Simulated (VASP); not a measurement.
# Mg6O5 (a cell with a defect) in VASP: a series of runs

Runs on Mg6O5 (a cell with a defect). Level: PBEsol. Tasks: single point.

Everything below comes from runs of VASP 6.6.1. Logs are shortened: lines on timing, memory, paths and dates and some standing lists are left out, and cuts for length are marked.

### Step 1. The cell of the first run

The cell holds a defect, 11 atoms: a = 5.591 Å, b = 5.591 Å, c = 5.591 Å, α = 90.00°, β = 90.00°, γ = 90.00°.

### Step 2. Single point, PBEsol

Contents of INCAR:

```
SYSTEM = Mg6O5
PREC = Accurate
ENCUT = 520
EDIFF = 1E-7
ISMEAR = 0
SIGMA = 0.05
LREAL = .False.
LASPH = .True.
NELM = 80
ALGO = Normal
ISIF = 2
LWAVE = .False.
LCHARG = .False.
GGA = PS
NBANDS = 32
```

Contents of KPOINTS:

```
regular mesh
0
Gamma
  4 4 4
  0 0 0
```

Contents of POSCAR:

```
Mg6O5
1.0
    5.5908553621      0.0000000000      0.0000000000
    0.0000000000      5.5908553621      0.0000000000
    0.0000000000      0.0000000000      5.5908553621
Mg O
6 5
Direct
    0.2500000000      0.0000000000      0.5000000000
    0.0000000000      0.5000000000      0.2500000000
    0.5000000000      0.7500000000      0.0000000000
    0.7500000000      0.0000000000      0.5000000000
    0.0000000000      0.5000000000      0.7500000000
    0.5000000000      0.2500000000      0.0000000000
    0.5000000000      0.0000000000      0.2500000000
    0.0000000000      0.7500000000      0.5000000000
    0.8125000000      0.3747955447      0.0000000000
    0.5000000000      0.0000000000      0.7500000000
    0.0000000000      0.2500000000      0.5000000000
```

Potentials or basis: VASP PAW PBE potentials, release 64 (Mg, O).

The run is started by

```sh
cat potpaw_PBE.64/Mg/POTCAR potpaw_PBE.64/O/POTCAR > POTCAR
mpirun -np 1 vasp_std > vasp.out
```

OUTCAR:

```text
SYSTEM = Mg6O5
   PREC = Accurate
   ENCUT = 520
   EDIFF = 1E-7
   ISMEAR = 0
   LREAL = .False.
   LASPH = .True.
   NELM = 80
   ISIF = 2
   GGA = PS

 ion  position               nearest neighbor table
   1  0.250  0.000  0.500-   7 1.98   8 1.98  10 1.98  11 1.98   4 2.80   4 2.80   2 3.42   5 3.42
                             6 3.42   3 3.42   6 3.42   2 3.42   5 3.42   3 3.42
   2  0.000  0.500  0.250-   9 1.88   8 1.98  11 1.98   5 2.80   5 2.80   3 3.42   4 3.42   1 3.42
                             6 3.42   1 3.42   4 3.42   3 3.42   6 3.42
   3  0.500  0.750  0.000-   7 1.98  10 1.98   9 2.73   6 2.80   6 2.80   2 3.42   4 3.42   5 3.42
                             1 3.42   4 3.42   1 3.42   2 3.42   5 3.42
   4  0.750  0.000  0.500-   7 1.98   8 1.98  10 1.98  11 1.98   1 2.80   1 2.80   3 3.42   5 3.42
                             6 3.42   3 3.42   6 3.42   2 3.42   5 3.42   2 3.42
   5  0.000  0.500  0.750-   9 1.88   8 1.98  11 1.98   2 2.80   2 2.80   1 3.42   3 3.42   4 3.42
                             6 3.42   1 3.42   4 3.42   3 3.42   6 3.42
   6  0.500  0.250  0.000-   9 1.88   7 1.98  10 1.98   3 2.80   3 2.80   2 3.42   1 3.42   4 3.42
                             1 3.42   4 3.42   5 3.42   2 3.42   5 3.42
   7  0.500  0.000  0.250-   1 1.98   3 1.98   4 1.98   6 1.98
   8  0.000  0.750  0.500-   1 1.98   2 1.98   4 1.98   5 1.98
   9  0.812  0.375  0.000-   6 1.88   5 1.88   2 1.88   3 2.73
  10  0.500  0.000  0.750-   1 1.98   3 1.98   4 1.98   6 1.98
  11  0.000  0.250  0.500-   1 1.98   2 1.98   4 1.98   5 1.98

  LATTYP: Found a simple cubic cell.
 ALAT       =     5.5908553621

  Lattice vectors:

 A1 = (   5.5908553621,   0.0000000000,   0.0000000000)
 A2 = (   0.0000000000,   5.5908553621,   0.0000000000)
 A3 = (   0.0000000000,   0.0000000000,   5.5908553621)

Analysis of symmetry for initial positions (statically):
=====================================================================
 Subroutine PRICEL returns:
 Original cell was already a primitive cell.

 Routine SETGRP: Setting up the symmetry group for a
 simple cubic supercell.

 Subroutine GETGRP returns: Found  2 space group operations
 (whereof  2 operations were pure point group operations)
 out of a pool of 48 trial point group operations.

The static configuration has the point symmetry C_1h.

Analysis of symmetry for dynamics (positions and initial velocities):
=====================================================================
 Subroutine PRICEL returns:
 Original cell was already a primitive cell.

 Routine SETGRP: Setting up the symmetry group for a
 simple cubic supercell.

 Subroutine GETGRP returns: Found  2 space group operations
 (whereof  2 operations were pure point group operations)
 out of a pool of 48 trial point group operations.

The dynamic configuration has the point symmetry C_1h.

 Subroutine INISYM returns: Found  2 space group operations
 (whereof  2 operations are pure point group operations),
 and found     1 'primitive' translations

----------------------------------------------------------------------------------------

                                     Primitive cell

  volume of cell :     174.7571

  direct lattice vectors                    reciprocal lattice vectors
     5.590855362  0.000000000  0.000000000     0.178863508  0.000000000  0.000000000
     0.000000000  5.590855362  0.000000000     0.000000000  0.178863508  0.000000000
     0.000000000  0.000000000  5.590855362     0.000000000  0.000000000  0.178863508

  length of vectors
     5.590855362  5.590855362  5.590855362     0.178863508  0.178863508  0.178863508

  position of ions in fractional coordinates (direct lattice)
     0.250000000  0.000000000  0.500000000
     0.000000000  0.500000000  0.250000000
     0.500000000  0.750000000  0.000000000
     0.750000000  0.000000000  0.500000000
     0.000000000  0.500000000  0.750000000
     0.500000000  0.250000000  0.000000000
     0.500000000  0.000000000  0.250000000
     0.000000000  0.750000000  0.500000000
     0.812500000  0.374795545  0.000000000
     0.500000000  0.000000000  0.750000000
     0.000000000  0.250000000  0.500000000

  ion indices of the primitive-cell ions
   primitive index   ion index
                 1           1
                 2           2
                 3           3
                 4           4
                 5           5
                 6           6
                 7           7
                 8           8
                 9           9
                10          10
                11          11

----------------------------------------------------------------------------------------

 KPOINTS: regular mesh

Automatic generation of k-mesh.
 Grid dimensions read from file:
 generate k-points for:    4    4    4

 Generating k-lattice:

  Cartesian coordinates                     Fractional coordinates (reciprocal lattice)
     0.044715877  0.000000000  0.000000000     0.250000000  0.000000000  0.000000000
     0.000000000  0.044715877  0.000000000     0.000000000  0.250000000  0.000000000
     0.000000000  0.000000000  0.044715877     0.000000000  0.000000000  0.250000000

  Length of vectors
     0.044715877  0.044715877  0.044715877

  Shift w.r.t. Gamma in fractional coordinates (k-lattice)
     0.000000000  0.000000000  0.000000000

 Subroutine IBZKPT returns following result:
 ===========================================

 Found     30 irreducible k-points:

 Following reciprocal coordinates:
            Coordinates               Weight
  0.000000  0.000000  0.000000      1.000000
  0.250000  0.000000  0.000000      2.000000
  0.000000  0.250000  0.000000      2.000000
  0.000000  0.000000  0.250000      2.000000
  0.500000  0.000000  0.000000      1.000000
  0.000000  0.500000  0.000000      1.000000
[... 16 lines left out ...]
  0.500000  0.250000  0.250000      4.000000
  0.250000  0.500000  0.250000      4.000000
 [... further k-points ...]
   k-points           NKPTS =     30   k-points in BZ     NKDIM =     30   number of bands    NBANDS=     32
   number of dos      NEDOS =    301   number of ions     NIONS =     11
   total plane-waves  NPLWV =  74088
   dimension x,y,z NGX =    42 NGY =   42 NGZ =   42
   dimension x,y,z NGXF=    84 NGYF=   84 NGZF=   84
   ions per type =               6   5
   NGX,Y,Z   is equivalent  to a cutoff of  12.49, 12.49, 12.49 a.u.
   NGXF,Y,Z  is equivalent  to a cutoff of  24.98, 24.98, 24.98 a.u.
 SYSTEM =  Mg6O5
   PREC   = accura    normal or accurate (medium, high low for compatibility)
   ISTART =      0    job   : 0-new  1-cont  2-samecut
   ICHARG =      2    charge: 1-file 2-atom 10-const
   ISPIN  =      1    spin polarized calculation?
   LNONCOLLINEAR =      F non collinear calculations
   LSORBIT =      F    spin-orbit coupling
   LASPH  =      T    aspherical Exc in radial PAW
   ENCUT  =  520.0 eV  38.22 Ry    6.18 a.u.  10.40 10.40 10.40*2*pi/ulx,y,z
   NELM   =     80;   NELMIN=  2; NELMDL= -5     # of ELM steps
   EDIFF  = 0.1E-06   stopping-criterion for ELM
   LREAL  =      F    real-space projection
   EDIFFG = 0.1E-05   stopping-criterion for IOM
   NSW    =      0    number of steps for IOM
   IBRION =     -1    ionic relax: 0-MD 1-quasi-New 2-CG
   NFREE  =      0    steps in history (QN), initial steepest desc. (CG)
   ISIF   =      2    stress and relaxation
   ISYM   =      2    0-nonsym 1-usesym 2-fastsym
   POTIM  = 0.5000    time-step for ionic-motion
   TEBEG  =    0.0;   TEEND  =   0.0 temperature during run
   PSTRESS=    0.0 pullay stress
   NELECT =      42.0000    total number of electrons
   NUPDOWN=      -1.0000    fix difference up-down
   EMIN   =  10.00;   EMAX   =-10.00  energy-range for DOS
   EFERMI =   0.00;   METHOD = LEGACY
   ISMEAR =     0;   SIGMA  =   0.05  broadening in eV -4-tet -1-fermi 0-gaus
   EFERMI_NEDOS =   21; number of points for ismear=-14 and -15
   IALGO  =     38    algorithm
   IMIX   =      4    mixing-type and parameters
     AMIX     =   0.40;   BMIX     =  1.00
     AMIX_MAG =   1.60;   BMIX_MAG =  1.00
  volume/ion in A,a.u.               =      15.89       107.21
  Fermi-wavevector in a.u.,A,eV,Ry     =   1.017840  1.923439 14.095622  1.035999
  Thomas-Fermi vector in A             =   2.151264
   LORBIT       =      0    0 simple, 1 ext, 2 COOP (PROOUT), +10 PAW based schemes
   GGA     = PS    functional components
   LHFCALC =     F    Hartree Fock is set to
   AEXX    =    0.0000 exact exchange contribution
   IVDW    =     0    specifies the selected vdW correction
   LEPSILON=     F    determine dielectric tensor
   LRPA    =     F    only Hartree local field effects (RPA)
 non-spin polarized calculation
 Gauss-broadening in eV      SIGMA  =   0.05
  energy-cutoff  :      520.00
  volume of cell :      174.76
 maximum number of plane-waves:      4729
 NGX is ok and might be reduce to    42
   NGX = 21   NGY = 21   NGZ = 21

 number of electron      41.9999974 magnetization

 Free energy of the ion-electron system (eV)
  ---------------------------------------------------
  ext. energy  EPLUGINS =         0.00000000
  ---------------------------------------------------
  free energy    TOTEN  =       -60.25993228 eV

  energy without entropy =      -60.25993228  energy(sigma->0) =      -60.25993228

 E-fermi :   2.0601     XC(G=0):  -8.6157

 val. band max:        1.8293751171   @ k =   0.5000   0.5000   0.5000
 cond. band min:       2.9004259922   @ k =   0.5000   0.0000   0.0000
 fundamental gap:      1.0710508751
 Fermi energy:         2.0601262832

 k-point     1 :       0.0000    0.0000    0.0000
  band No.  band energies     occupation
      1     -16.3278      2.00000
      2     -15.9773      2.00000
      3     -15.7856      2.00000
      4     -15.4892      2.00000
      5     -15.3493      2.00000
      6      -3.6409      2.00000
[... 24 lines left out ...]
     31       8.7158      0.00000
     32       9.7878      0.00000
[... 774 lines left out ...]
      2     -16.0041      2.00000
      3     -15.7977      2.00000
      4     -15.5935      2.00000
      5     -15.4819      2.00000
      6      -3.2125      2.00000
[... 24 lines left out ...]
     31       9.6506      0.00000
     32      10.0431      0.00000

 [... further k-points ...]

------------------------ aborting loop because EDIFF is reached ----------------------------------------

  FORCE on cell =-STRESS in cart. coord.  units (eV):
  Direction    XX          YY          ZZ          XY          YZ          ZX
  --------------------------------------------------------------------------------------
  -------------------------------------------------------------------------------------
  Total        0.4003488      0.2620026      3.0307959      1.8700949      0.0000000      0.0000000
  in kB        3.6704084      2.4020467     27.7864142     17.1450773      0.0000000      0.0000000
  external PRESSURE =      11.2862898 kB  Pullay stress =       0.0000000 kB

 VOLUME and BASIS-vectors are now :
 -----------------------------------------------------------------------------
  energy-cutoff  :      520.00
  volume of cell :      174.76
      direct lattice vectors                 reciprocal lattice vectors
     5.590855362  0.000000000  0.000000000     0.178863508  0.000000000  0.000000000
     0.000000000  5.590855362  0.000000000     0.000000000  0.178863508  0.000000000
     0.000000000  0.000000000  5.590855362     0.000000000  0.000000000  0.178863508

 POSITION                                       TOTAL-FORCE (eV/Angst)
 -----------------------------------------------------------------------------------
      1.39771      0.00000      2.79543        -0.047370      0.116144      0.000000
      0.00000      2.79543      1.39771         0.570370     -0.501810      1.031967
      2.79543      4.19314      0.00000        -0.395554      0.591226      0.000000
      4.19314      0.00000      2.79543         0.077957      0.433169      0.000000
      0.00000      2.79543      4.19314         0.570370     -0.501810     -1.031967
      2.79543      1.39771      0.00000        -0.104118     -1.014613      0.000000
      2.79543      0.00000      1.39771        -0.077841     -0.405240     -0.021097
      0.00000      4.19314      2.79543        -0.286915     -0.160021      0.000000
      4.54257      2.09543      0.00000        -0.547385      1.739461      0.000000
      2.79543      0.00000      4.19314        -0.077841     -0.405240      0.021097
      0.00000      1.39771      2.79543         0.318328      0.108734      0.000000
 -----------------------------------------------------------------------------------
    total drift:                                0.000215      0.000468      0.000001

  FREE ENERGIE OF THE ION-ELECTRON SYSTEM (eV)
  ---------------------------------------------------
  free  energy   TOTEN  =       -60.2599322838 eV

  energy  without entropy=      -60.2599322838  energy(sigma->0) =      -60.25993228
```

Wall time 2.2 min (1 thread of Intel Xeon Platinum 8488C (Sapphire Rapids), shared host); peak memory 0.32 GiB.

What came out:

- Free energy: -60.2599 eV
- Pressure: 1.1 GPa
- Largest force: 1.824 eV/Å
- Band gap on the k mesh: 1.07 eV

Forces in eV/Å, atoms in the order of the input:
```
Mg  -0.047  0.116  0.000
Mg   0.570 -0.502  1.032
Mg  -0.396  0.591  0.000
Mg   0.078  0.433  0.000
Mg   0.570 -0.502 -1.032
Mg  -0.104 -1.015  0.000
O   -0.078 -0.405 -0.021
O   -0.287 -0.160  0.000
O   -0.547  1.739  0.000
O   -0.078 -0.405  0.021
O    0.318  0.109  0.000
```

Caveat: the cell differs from its parent crystal (atoms taken out, atom 9 moved 0.125 of the way to it and -0.700 Å across, host rigid); the PAW data sets were made with another functional, which shifts forces and pressure a little.

(Part 1 of 3 ends here.)
